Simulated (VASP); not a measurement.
**Si2Mo: single point with PBE**

The system is Si2Mo.

```
Si Mo
1.0
    -1.57319    1.57319    3.86791
     1.57319   -1.57319    3.86791
     1.57319    1.57319   -3.86791
Si Mo
2 1
Cartesian
  0.0000 0.0000 2.5855
  0.0000 0.0000 5.1503
  0.0000 0.0000 0.0000
```

```json
{"Program": "VASP 6.6.1", "Task": "single point", "Functional": "PBE", "Potentials or basis": "VASP PAW PBE potentials, release 64 (Si, Mo_sv)", "Cutoff": "520 eV", "k mesh": "18 × 18 × 18", "Occupations": "gaussian, width 0.1 eV", "Spin": "no spin polarisation"}
```

```json
{
  "Pressure": "14.7 GPa",
  "Largest force": "0.011 eV/Å",
  "Band gap on the k mesh": "zero (bands 11 and 12 overlap by 1.00 eV)"
}
```

Forces in eV/Å, atoms in the order of the input:
```
Si   0.000  0.000 -0.011
Si   0.000  0.000  0.011
Mo   0.000  0.000  0.000
```

Stress tensor (GPa, compression positive):
```
14.73  0.00  0.00
 0.00 14.73  0.00
 0.00  0.00 14.63
```

Levels at points of the mesh, in eV from the Fermi level:
```tsv
k point	band 8	band 9	band 10	band 11	band 12	band 13	band 14	band 15
(0.00, 0.00, 0.00)	-3.28	-2.76	-2.76	0.42	2.98	3.45	3.73	3.73
(0.50, 0.00, 0.00)	-4.64	-2.77	-2.69	-0.57	2.45	3.18	4.32	4.43
(0.50, 0.50, 0.00)	-5.21	-4.65	-3.28	-1.18	2.51	2.95	3.26	3.44
(0.50, 0.50, 0.50)	-2.37	-0.63	-0.63	-0.47	-0.47	0.57	4.85	5.73
```

Run time: 8 min on 1 thread of Intel(R) Xeon(R) Platinum 8175M CPU @ 2.50GHz (Skylake/Cascade Lake), with other jobs on the host, peak memory 0.44 GiB.

Caveat: the cell stands under pressure.
